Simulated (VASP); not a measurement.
**C: single point with PBE**

Crystal: C.

```xyz
2
Lattice="0.0000 2.2078 3.4365 1.2831 0.0000 3.4365 1.2831 2.2078 0.0000" Properties=species:S:1:pos:R:3 pbc="T T T"
C     1.2831    0.7048    3.4365
C     1.2831    3.7107    3.4365
```

This cell differs from its parent crystal: strained.

| Item | Value |
| --- | --- |
| Program | VASP 6.6.1 |
| Task | single point |
| Functional | PBE |
| Potentials or basis | VASP PAW PBE potentials, release 64 (C) |
| Cutoff | 520 eV |
| k mesh | 14 × 14 × 14 |
| Occupations | gaussian, width 0.02 eV |
| Spin | no spin polarisation |
| Dipole correction | no |
| Further INCAR settings | ALGO = Normal; EDIFF = 1e-06; NBANDS = 11 |

* Pressure: -22.2 GPa
* Largest force: 2.720 eV/Å
* Band gap on the k mesh: zero (bands 4 and 5 overlap by 0.03 eV)

Forces in eV/Å, atoms in the order of the input:
```
C    0.000  2.720  0.000
C    0.000 -2.720  0.000
```

Stress tensor (GPa, compression positive):
```
-38.95   0.00   0.00
  0.00 -30.32   0.00
  0.00   0.00   2.77
```

Levels at points of the mesh, in eV from the Fermi level:
```csv
k point,band 1,band 2,band 3,band 4,band 5,band 6,band 7,band 8,band 9
"(0.00, 0.00, 0.00)",-18.80,-5.96,-3.88,-2.20,4.49,6.48,8.63,10.13,10.35
"(0.50, 0.00, 0.00)",-14.11,-12.29,-6.23,-2.42,1.92,6.15,11.91,13.28,17.43
"(0.50, 0.50, 0.00)",-18.54,-7.76,-3.87,-2.23,6.40,8.52,10.24,10.29,10.42
"(0.50, 0.00, 0.50)",-13.66,-13.21,-5.79,-0.97,1.56,6.56,10.93,11.06,17.27
"(0.00, 0.50, 0.50)",-13.46,-13.07,-5.85,-2.34,0.34,6.22,13.19,16.88,17.26
```

It took 42 s on 1 thread of Intel(R) Xeon(R) 6975P-C (Granite Rapids), on a shared host, peak memory 0.19 GiB.

Caveat: the cell differs from its parent crystal (strained); the cell stands under tension; this functional lacks dispersion, which binds the layers, so the pressure and a relaxed spacing across them are unreliable; forces of over 1 eV/Å act on the atoms, so gaps and moduli don't describe the material at rest.
